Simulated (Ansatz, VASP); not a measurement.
# Mg2C in VASP and in Ansatz

```xyz
3
Lattice="0.0000 2.7109 2.7109 2.7109 0.0000 2.7109 2.7109 2.7109 0.0000" Properties=species:S:1:pos:R:3 pbc="T T T"
C     0.0000    0.0000    0.0000
Mg    1.3555    1.3555    1.3555
Mg    4.0664    4.0664    4.0664
```

Alike in both runs: task single point; functional HSE06; k mesh 6 × 6 × 6; no spin polarisation.

|  | VASP | Ansatz |
| --- | --- | --- |
| version | VASP 6.6.1 | Ansatz 0.2.0 |
| potentials or method | VASP PAW PBE potentials, release 64 (C, Mg) | plane waves, PAW |
| plane-wave cutoff (eV) | 520 | 420 |
| occupations | gaussian, width 0.01 eV | fixed |
| valence electrons in the cell | 8 | 24 |

VASP gave:

| Item | Value |
| --- | --- |
| gap on the k mesh at the Fermi level (eV) | 1.39 |
| pressure (GPa) | -0.6 |

Problem. Which values does Ansatz return?

Solution. gap on the k mesh at the Fermi level (eV): 1.40; pressure (GPa): -0.5.

VASP's potentials hold 8 valence electrons a cell and Ansatz's 24, so a difference there can come from the potentials and not from the codes. Ansatz's warnings: stress exchange threshold loose, stress scf threshold loose.
